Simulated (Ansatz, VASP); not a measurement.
# Two plane-wave programs on BAs

```
B As
1.0
     0.00000    2.38850    2.29296
     2.38850    0.00000    2.29296
     2.38850    2.38850    0.00000
B As
1 1
Direct
  0.00000 0.00000 0.00000
  0.75000 0.75000 0.75000
```

Change from the starting cell: strain +0.000 along x and y, -0.040 along z, atoms carried along.

Alike in both runs: task single point; functional r2SCAN; k mesh 10 × 10 × 10; occupations gaussian, width 0.05 eV; no spin polarisation.

|  | VASP | Ansatz |
| --- | --- | --- |
| version | VASP 6.6.1 | Ansatz 0.2.0 |
| potentials or method | VASP PAW PBE potentials, release 64 (B, As), cutoff 520 eV | scalar-relativistic, plane waves, PAW |
| valence electrons in the cell | 8 | 18 |

VASP gave:

| Quantity | Value |
| --- | --- |
| gap on the k mesh at the Fermi level (eV) | 0.67 |
| least direct gap on the mesh (eV) | 3.04 |
| pressure (GPa) | 7.3 |
| traceless stress, the component that is largest in VASP (GPa) | 5.91 |

Problem. What did Ansatz give for the same quantities?

Solution. gap on the k mesh at the Fermi level (eV): 0.67; least direct gap on the mesh (eV): 3.03; pressure (GPa): 6.9; traceless stress, the component that is largest in VASP (GPa): 5.93.

VASP's potentials were made for PBE, not for r2SCAN. VASP's potentials hold 8 valence electrons a cell and Ansatz's 18, so a difference there can come from the potentials and not from the codes.
